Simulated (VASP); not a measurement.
# Lu2SiNF2 (P4mm) in VASP: further runs

Runs on Lu2SiNF2. Level: PBE. Tasks: single point.

Program: VASP 6.6.1. These are calculated values, not measurements. Logs are shortened: lines on timing, memory, paths and dates and some standing lists are left out, and cuts for length are marked.

## 1. The cell of the first run

Symmetry: P4mm, No. 99, tetragonal system. The conventional cell has a = 3.616 Å, b = 3.616 Å, c = 6.183 Å, α = 90.00°, β = 90.00°, γ = 90.00°. Lu (site symmetry 4mm) has 2 Si at 2.83 to 3.35 Å and 4 N at 2.84 Å and 4 F at 2.88 Å and 8 Lu at 3.02 to 3.62 Å within 3.7 Å. Within 3.7 Å of Lu (site symmetry 4mm) lie 4 Si at 2.83 Å and 2 N at 2.85 to 3.33 Å and 4 F at 2.95 Å and 8 Lu at 3.02 to 3.62 Å. Within 2.9 Å of Si (site symmetry 4mm) lie 4 F at 2.13 Å and 5 Lu at 2.83 Å. N (site symmetry 4mm) has 4 F at 2.07 Å within 2.7 Å. Within 2.7 Å of F (site symmetry 2mm) lie 2 N at 2.07 Å and 2 Si at 2.13 Å and 4 F at 2.56 Å.

The cell was built from a structure type or drawn by symmetry, and may not be a known phase.

## 2. Single point, PBE

The input, INCAR:

```
ALGO     = Normal         # electronic algorithm
EDIFF    = 1E-6           # SCF threshold, eV
ENCUT    = 520            # plane-wave cutoff, eV
GGA      = PE             # functional
ISIF     = 2              # what is computed and relaxed
ISMEAR   = 0              # smearing method
LASPH    = T              # aspherical terms in the spheres
LCHARG   = T              # write CHGCAR
LELF     = T              # ELF
LREAL    = F              # projectors in reciprocal space
LVHAR    = T            
LWAVE    = F              # write WAVECAR
NBANDS   = 46             # bands
NELM     = 100            # most SCF steps
PREC     = Accurate       # precision mode
SIGMA    = 0.1            # smearing width, eV
```

The input, KPOINTS:

```
k-points
0
Gamma
  6 6 4
```

The input, POSCAR:

```
Lu2SiNF2
1.0
    3.6159672900      0.0000000000      0.0000000000
    0.0000000000      3.6159672900      0.0000000000
    0.0000000000      0.0000000000      6.1825009500
Lu Si N F
2 1 1 2
Direct
    0.0000000000      0.0000000000      0.6321269900
    0.5000000000      0.5000000000      0.3710280100
    0.0000000000      0.0000000000      0.1747010100
    0.5000000000      0.5000000000      0.8326429700
    0.5000000000      0.0000000000      0.9940500300
    0.0000000000      0.5000000000      0.9940500300
```

Potentials or basis: VASP PAW PBE potentials, release 64 (Lu, Si, N, F).

On the command line:

```bash
$ cat potpaw_PBE.64/Lu/POTCAR potpaw_PBE.64/Si/POTCAR potpaw_PBE.64/N/POTCAR potpaw_PBE.64/F/POTCAR > POTCAR
$ mpirun -np 1 vasp_std > vasp.out
```

OUTCAR:

```text
EDIFF = 1E-6
   ENCUT = 520
   GGA = PE
   ISIF = 2
   ISMEAR = 0
   LASPH = T
   LREAL = F
   NELM = 100
   PREC = Accurate

 ion  position               nearest neighbor table
   1  0.000  0.000  0.632-   3 2.83   2 3.02   2 3.02   2 3.02   2 3.02   3 3.35
   2  0.500  0.500  0.371-   3 2.83   3 2.83   3 2.83   3 2.83   1 3.02   1 3.02   1 3.02   1 3.02

   3  0.000  0.000  0.175-   5 2.13   6 2.13   6 2.13   5 2.13   1 2.83   2 2.83   2 2.83   2 2.83
                             2 2.83   1 3.35
   4  0.500  0.500  0.833-
   5  0.500  0.000  0.994-   3 2.13   3 2.13
   6  0.000  0.500  0.994-   3 2.13   3 2.13

  LATTYP: Found a simple tetragonal cell.
 ALAT       =     3.6159672900
 C/A-ratio  =     1.7097778974

  Lattice vectors:

 A1 = (   3.6159672900,   0.0000000000,   0.0000000000)
 A2 = (   0.0000000000,   3.6159672900,   0.0000000000)
 A3 = (   0.0000000000,   0.0000000000,   6.1825009500)

Analysis of symmetry for initial positions (statically):
=====================================================================
 Subroutine PRICEL returns:
 Original cell was already a primitive cell.

 Routine SETGRP: Setting up the symmetry group for a
 simple tetragonal supercell.

 Subroutine GETGRP returns: Found  8 space group operations
 (whereof  8 operations were pure point group operations)
 out of a pool of 16 trial point group operations.

The static configuration has the point symmetry C_4v.

Analysis of symmetry for dynamics (positions and initial velocities):
=====================================================================
 Subroutine PRICEL returns:
 Original cell was already a primitive cell.

 Routine SETGRP: Setting up the symmetry group for a
 simple tetragonal supercell.

 Subroutine GETGRP returns: Found  8 space group operations
 (whereof  8 operations were pure point group operations)
 out of a pool of 16 trial point group operations.

The dynamic configuration has the point symmetry C_4v.

 Subroutine INISYM returns: Found  8 space group operations
 (whereof  8 operations are pure point group operations),
 and found     1 'primitive' translations

----------------------------------------------------------------------------------------

                                     Primitive cell

  volume of cell :      80.8376

  direct lattice vectors                    reciprocal lattice vectors
     3.615967290  0.000000000  0.000000000     0.276551174  0.000000000  0.000000000
     0.000000000  3.615967290  0.000000000     0.000000000  0.276551174  0.000000000
     0.000000000  0.000000000  6.182500950     0.000000000  0.000000000  0.161746841

  length of vectors
     3.615967290  3.615967290  6.182500950     0.276551174  0.276551174  0.161746841

  position of ions in fractional coordinates (direct lattice)
     0.000000000  0.000000000  0.632126990
     0.500000000  0.500000000  0.371028010
     0.000000000  0.000000000  0.174701010
     0.500000000  0.500000000  0.832642970
     0.500000000  0.000000000  0.994050030
     0.000000000  0.500000000  0.994050030

  ion indices of the primitive-cell ions
   primitive index   ion index
                 1           1
                 2           2
                 3           3
                 4           4
                 5           5
                 6           6

----------------------------------------------------------------------------------------

 KPOINTS: k-points

Automatic generation of k-mesh.
 Grid dimensions read from file:
 generate k-points for:    6    6    4

 Generating k-lattice:

  Cartesian coordinates                     Fractional coordinates (reciprocal lattice)
     0.046091862  0.000000000  0.000000000     0.166666667  0.000000000  0.000000000
     0.000000000  0.046091862  0.000000000     0.000000000  0.166666667  0.000000000
     0.000000000  0.000000000  0.040436710     0.000000000  0.000000000  0.250000000

  Length of vectors
     0.046091862  0.046091862  0.040436710

  Shift w.r.t. Gamma in fractional coordinates (k-lattice)
     0.000000000  0.000000000  0.000000000

 Subroutine IBZKPT returns following result:
 ===========================================

 Found     30 irreducible k-points:

 Following reciprocal coordinates:
            Coordinates               Weight
  0.000000  0.000000  0.000000      1.000000
  0.166667  0.000000  0.000000      4.000000
  0.333333  0.000000  0.000000      4.000000
  0.500000  0.000000  0.000000      2.000000
  0.166667  0.166667  0.000000      4.000000
  0.333333  0.166667  0.000000      8.000000
[... 16 lines left out ...]
  0.333333  0.000000  0.500000      4.000000
  0.500000  0.000000  0.500000      2.000000
 [... further k-points ...]
   k-points           NKPTS =     30   k-points in BZ     NKDIM =     30   number of bands    NBANDS=     46
   number of dos      NEDOS =    301   number of ions     NIONS =      6
   total plane-waves  NPLWV =  37632
   dimension x,y,z NGX =    28 NGY =   28 NGZ =   48
   dimension x,y,z NGXF=    56 NGYF=   56 NGZF=   96
   ions per type =               2   1   1   2
   NGX,Y,Z   is equivalent  to a cutoff of  12.87, 12.87, 12.91 a.u.
   NGXF,Y,Z  is equivalent  to a cutoff of  25.75, 25.75, 25.81 a.u.
 SYSTEM =  unknown system
   PREC   = accura    normal or accurate (medium, high low for compatibility)
   ISTART =      0    job   : 0-new  1-cont  2-samecut
   ICHARG =      2    charge: 1-file 2-atom 10-const
   ISPIN  =      1    spin polarized calculation?
   LNONCOLLINEAR =      F non collinear calculations
   LSORBIT =      F    spin-orbit coupling
   LASPH  =      T    aspherical Exc in radial PAW
   ENCUT  =  520.0 eV  38.22 Ry    6.18 a.u.   6.72  6.72 11.50*2*pi/ulx,y,z
   NELM   =    100;   NELMIN=  2; NELMDL= -5     # of ELM steps
   EDIFF  = 0.1E-05   stopping-criterion for ELM
   LREAL  =      F    real-space projection
   EDIFFG = 0.1E-04   stopping-criterion for IOM
   NSW    =      0    number of steps for IOM
   IBRION =     -1    ionic relax: 0-MD 1-quasi-New 2-CG
   NFREE  =      0    steps in history (QN), initial steepest desc. (CG)
   ISIF   =      2    stress and relaxation
   ISYM   =      2    0-nonsym 1-usesym 2-fastsym
   POTIM  = 0.5000    time-step for ionic-motion
   TEBEG  =    0.0;   TEEND  =   0.0 temperature during run
   PSTRESS=    0.0 pullay stress
   NELECT =      73.0000    total number of electrons
   NUPDOWN=      -1.0000    fix difference up-down
   EMIN   =  10.00;   EMAX   =-10.00  energy-range for DOS
   EFERMI =   0.00;   METHOD = LEGACY
   ISMEAR =     0;   SIGMA  =   0.10  broadening in eV -4-tet -1-fermi 0-gaus
   EFERMI_NEDOS =   21; number of points for ismear=-14 and -15
   IALGO  =     38    algorithm
   IMIX   =      4    mixing-type and parameters
     AMIX     =   0.40;   BMIX     =  1.00
     AMIX_MAG =   1.60;   BMIX_MAG =  1.00
  volume/ion in A,a.u.               =      13.47        90.92
  Fermi-wavevector in a.u.,A,eV,Ry     =   1.582382  2.990269 34.068083  2.503933
  Thomas-Fermi vector in A             =   2.682314
   LORBIT       =      0    0 simple, 1 ext, 2 COOP (PROOUT), +10 PAW based schemes
   GGA     = PE    functional components
   LHFCALC =     F    Hartree Fock is set to
   AEXX    =    0.0000 exact exchange contribution
   IVDW    =     0    specifies the selected vdW correction
   LEPSILON=     F    determine dielectric tensor
   LRPA    =     F    only Hartree local field effects (RPA)
 non-spin polarized calculation
 Gauss-broadening in eV      SIGMA  =   0.10
  energy-cutoff  :      520.00
  volume of cell :       80.84
 maximum number of plane-waves:      2200
 NGX is ok and might be reduce to    28
   NGX = 13   NGY = 13   NGZ = 23

 number of electron      73.0000006 magnetization

 Free energy of the ion-electron system (eV)
  ---------------------------------------------------
  ext. energy  EPLUGINS =         0.00000000
  ---------------------------------------------------
  free energy    TOTEN  =       -26.06784013 eV

  energy without entropy =      -26.03357018  energy(sigma->0) =      -26.05070516

 E-fermi :   4.9402     XC(G=0): -11.8420

 val. band max:        4.9359943201   @ k =   0.3333   0.3333   0.5000
 cond. band min:       4.9489432223   @ k =   0.5000   0.3333   0.2500
 fundamental gap:      0.0129489022
 Fermi energy:         4.9401859951

 k-point     1 :       0.0000    0.0000    0.0000
  band No.  band energies     occupation
      1     -51.0368      2.00000
      2     -50.7334      2.00000
      3     -22.0604      2.00000
      4     -21.7328      2.00000
      5     -21.7328      2.00000
      6     -21.5751      2.00000
[... 38 lines left out ...]
     45       8.3329      0.00000
     46      10.4942      0.00000

 k-point     2 :       0.1667    0.0000    0.0000
  band No.  band energies     occupation
      1     -51.0330      2.00000
      2     -50.7345      2.00000
      3     -22.0489      2.00000
      4     -21.8445      2.00000
      5     -21.6994      2.00000
      6     -21.4919      2.00000
[... 38 lines left out ...]
     45       8.7833      0.00000
     46      10.1944      0.00000

 k-point     3 :       0.3333    0.0000    0.0000
  band No.  band energies     occupation
      1     -51.0252      2.00000
      2     -50.7369      2.00000
      3     -22.0562      2.00000
      4     -21.9610      2.00000
      5     -21.6170      2.00000
      6     -21.4268      2.00000
[... 38 lines left out ...]
     45       9.8272      0.00000
     46      10.4782      0.00000

 k-point     4 :       0.5000    0.0000    0.0000
  band No.  band energies     occupation
      1     -51.0213      2.00000
      2     -50.7381      2.00000
      3     -22.0771      2.00000
      4     -22.0004      2.00000
      5     -21.5580      2.00000
      6     -21.4129      2.00000
[... 920 lines left out ...]
     45       9.6413      0.00000
     46      11.1047      0.00000

 k-point    23 :       0.3333    0.0000    0.5000
  band No.  band energies     occupation
      1     -51.0252      2.00000
      2     -50.7369      2.00000
      3     -22.0781      2.00000
      4     -21.9823      2.00000
      5     -21.6167      2.00000
      6     -21.4164      2.00000
[... 38 lines left out ...]
     45      10.1452      0.00000
     46      10.4423      0.00000

 k-point    24 :       0.5000    0.0000    0.5000
  band No.  band energies     occupation
      1     -51.0213      2.00000
      2     -50.7381      2.00000
      3     -22.1050      2.00000
      4     -22.0284      2.00000
      5     -21.5580      2.00000
      6     -21.3688      2.00000
[... 38 lines left out ...]
     45      10.3779      0.00000
     46      11.1221      0.00000

 [... further k-points ...]

------------------------ aborting loop because EDIFF is reached ----------------------------------------

  FORCE on cell =-STRESS in cart. coord.  units (eV):
  Direction    XX          YY          ZZ          XY          YZ          ZX
  --------------------------------------------------------------------------------------
  -------------------------------------------------------------------------------------
  Total       11.7947288     11.7947288      0.5915511      0.0000000      0.0000000      0.0000000
  in kB      233.7681629    233.7681629     11.7243735      0.0000000      0.0000000      0.0000000
  external PRESSURE =     159.7535665 kB  Pullay stress =       0.0000000 kB

 VOLUME and BASIS-vectors are now :
 -----------------------------------------------------------------------------
  energy-cutoff  :      520.00
  volume of cell :       80.84
      direct lattice vectors                 reciprocal lattice vectors
     3.615967290  0.000000000  0.000000000     0.276551174  0.000000000  0.000000000
     0.000000000  3.615967290  0.000000000     0.000000000  0.276551174  0.000000000
     0.000000000  0.000000000  6.182500950     0.000000000  0.000000000  0.161746841

 POSITION                                       TOTAL-FORCE (eV/Angst)
 -----------------------------------------------------------------------------------
      0.00000      0.00000      3.90813        -0.000000     -0.000000      2.442038
      1.80798      1.80798      2.29388         0.000000      0.000000     -0.077214
      0.00000      0.00000      1.08009        -0.000000     -0.000000      0.985863
      1.80798      1.80798      5.14782        -0.000000     -0.000000     -8.075330
      1.80798      0.00000      6.14572        -0.000000     -0.000000      2.362321
      0.00000      1.80798      6.14572        -0.000000     -0.000000      2.362321
 -----------------------------------------------------------------------------------
    total drift:                                0.000000      0.000000      0.000155

  FREE ENERGIE OF THE ION-ELECTRON SYSTEM (eV)
  ---------------------------------------------------
  free  energy   TOTEN  =       -26.0678401282 eV

  energy  without entropy=      -26.0335701821  energy(sigma->0) =      -26.05070516
```

It took 79 s on 1 thread of AMD EPYC 9R45 (Zen 5), shared host; peak memory 0.23 GiB.

Results:

| Property | Result |
| --- | --- |
| Free energy | -26.0678 eV |
| Pressure | 16.0 GPa |
| Largest force | 8.075 eV/Å |
| Band gap on the k mesh | zero (an odd number of electrons rules out a gap without spin polarisation) |

Forces in eV/Å, atoms in the order of the input:
```
Lu   0.000  0.000  2.442
Lu   0.000  0.000 -0.077
Si   0.000  0.000  0.986
N    0.000  0.000 -8.075
F    0.000  0.000  2.362
F    0.000  0.000  2.362
```

Caveat: the cell stands under pressure; spin-orbit coupling is left out, which moves the levels of the heavy elements; an odd number of electrons without spin polarisation forces a metal; a magnetic or distorted state may lie lower.

## 3. Single point, PBE

This run uses another cell than the first one, of 14.93 Å³/atom.

The input, INCAR:

```
SYSTEM = Lu2SiNF2
ALGO     = Normal         ! electronic algorithm
EDIFF    = 1E-7           ! SCF threshold, eV
ENCUT    = 520            ! plane-wave cutoff, eV
GGA      = PE             ! functional
ISIF     = 2              ! what is computed and relaxed
ISMEAR   = 0              ! smearing method
LASPH    = .TRUE.         ! aspherical terms in the spheres
LCHARG   = .FALSE.        ! write CHGCAR
LREAL    = .FALSE.        ! projectors in reciprocal space
LWAVE    = .FALSE.        ! write WAVECAR
NBANDS   = 46             ! bands
NELM     = 80             ! most SCF steps
PREC     = Accurate       ! precision mode
SIGMA    = 0.1            ! smearing width, eV
```

The input, KPOINTS:

```
k-points
0
G
  6 6 4
  0 0 0
```

The input, POSCAR:

```
Lu2SiNF2
1.0
    3.3811487711      0.0000000000      0.0000000000
    0.0000000000      3.3811487711      0.0000000000
    0.0000000000      0.0000000000      7.8358581772
Lu Si N F
2 1 1 2
Direct
    0.0000000000      0.0000000000      0.7757777663
    0.5000000000      0.5000000000      0.4057587462
    0.0000000000      0.0000000000      0.1985698214
    0.5000000000      0.5000000000      0.6667162233
    0.5000000000      0.0000000000      0.9758882414
    0.0000000000      0.5000000000      0.9758882414
```

Potentials or basis: VASP PAW PBE potentials, release 64 (Lu, Si, N, F).

On the command line:

```bash
$ cat potpaw_PBE.64/Lu/POTCAR potpaw_PBE.64/Si/POTCAR potpaw_PBE.64/N/POTCAR potpaw_PBE.64/F/POTCAR > POTCAR
$ mpirun -np 1 vasp_std > vasp.out
```

It took 1.8 min on 1 thread of AMD EPYC 9R45 (Zen 5), shared host; peak memory 0.25 GiB.

Results (log left out):

| Item | Value |
| --- | --- |
| Free energy | -35.2363 eV |
| Pressure | 0.5 GPa |
| Largest force | 0.105 eV/Å |
| Band gap on the k mesh | zero (an odd number of electrons rules out a gap without spin polarisation) |

Forces on the atoms (eV/Å):
```
Lu   0.000  0.000 -0.089
Lu   0.000  0.000 -0.105
Si   0.000  0.000 -0.023
N    0.000  0.000  0.098
F    0.000  0.000  0.059
F    0.000  0.000  0.059
```

Stress tensor (GPa, compression positive):
```
0.24 0.00 0.00
0.00 0.24 0.00
0.00 0.00 1.08
```

Levels at points of the mesh, in eV from the Fermi level:
| k point | band 33 | band 34 | band 35 | band 36 | band 37 | band 38 | band 39 | band 40 | band 41 | band 42 |
| --- | --- | --- | --- | --- | --- | --- | --- | --- | --- | --- |
| (0.00, 0.00, 0.00) | -2.34 | -0.93 | -0.60 | -0.60 | 0.40 | 2.00 | 2.09 | 2.09 | 3.20 | 5.04 |
| (0.50, 0.00, 0.00) | -2.82 | -2.59 | -1.08 | -0.65 | 0.83 | 1.39 | 1.71 | 2.49 | 5.09 | 5.68 |
| (0.50, 0.50, 0.00) | -2.63 | -2.32 | -1.44 | -1.25 | -1.25 | -0.04 | 3.90 | 4.35 | 5.38 | 5.38 |
| (0.00, 0.00, 0.50) | -1.91 | -1.52 | -0.63 | -0.63 | 0.49 | 2.14 | 2.14 | 3.02 | 3.21 | 4.73 |
| (0.50, 0.00, 0.50) | -2.87 | -2.74 | -1.07 | -0.55 | 1.29 | 1.58 | 1.76 | 2.20 | 4.99 | 5.42 |
| (0.50, 0.50, 0.50) | -2.58 | -2.32 | -1.28 | -1.28 | -1.24 | 0.24 | 3.49 | 4.22 | 5.29 | 5.29 |

Caveat: spin-orbit coupling is left out, which moves the levels of the heavy elements; an odd number of electrons without spin polarisation forces a metal; a magnetic or distorted state may lie lower.

(Continued in part 2 of 2.)
